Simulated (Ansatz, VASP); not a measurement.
Sr: VASP beside Ansatz

The input INCAR:

```
PREC = Accurate ; ENCUT = 520
EDIFF = 1E-7 ; ISMEAR = 0
SIGMA = 0.05 ; LREAL = False
LASPH = True ; NELM = 60
ALGO = Normal ; ISIF = 2
LWAVE = False ; LCHARG = False
GGA = PS ; NBANDS = 11
```

KPOINTS

```
Automatic mesh
0
Gamma
  10 10 10
```

POSCAR

```
Sr
1.0
    0.0000000000      3.1749964600      3.1749964600
    3.1749964600      0.0000000000      3.1749964600
    3.1749964600      3.1749964600      0.0000000000
Sr
1
Direct
    0.0000000000      0.0000000000      0.0000000000
```

Input for Ansatz:

```yaml
crystal:
  lattice:
    - [0.0, 3.17499646, 3.17499646]
    - [3.17499646, 0.0, 3.17499646]
    - [3.17499646, 3.17499646, 0.0]
  atoms:
    - { symbol: Sr, position: [0.0, 0.0, 0.0] }
basis:
  ecutwfc: 420
kpoints:
  mp_grid: { grid: [10, 10, 10] }
hamiltonian:
  xc: pbesol
scf:
  occupations: { method: gaussian, width: 0.05 }
output:
  forces: true
  stress: true
  eigenvalues: true
```

Alike in both runs: task single point; functional PBEsol; k mesh 10 × 10 × 10; occupations gaussian, width 0.05 eV; no spin polarisation.

|  | VASP | Ansatz |
| --- | --- | --- |
| version | VASP 6.6.1 | Ansatz 0.2.0 |
| potentials or method | VASP PAW PBE potentials, release 64 (Sr_sv), cutoff 520 eV | scalar-relativistic, plane waves, PAW |
| valence electrons in the cell | 10 | 10 |

```csv
,VASP,Ansatz,Ansatz less VASP
gap on the k mesh at the Fermi level (eV),none,none,-
pressure (GPa),-1.8,-1.8,-0.01
```

VASP's potentials were made for PBE, not for PBEsol. A gap of «none» marks a metal or a gap that the smearing closes. With one functional, cell and mesh, what is left measures potentials, basis and numerics.
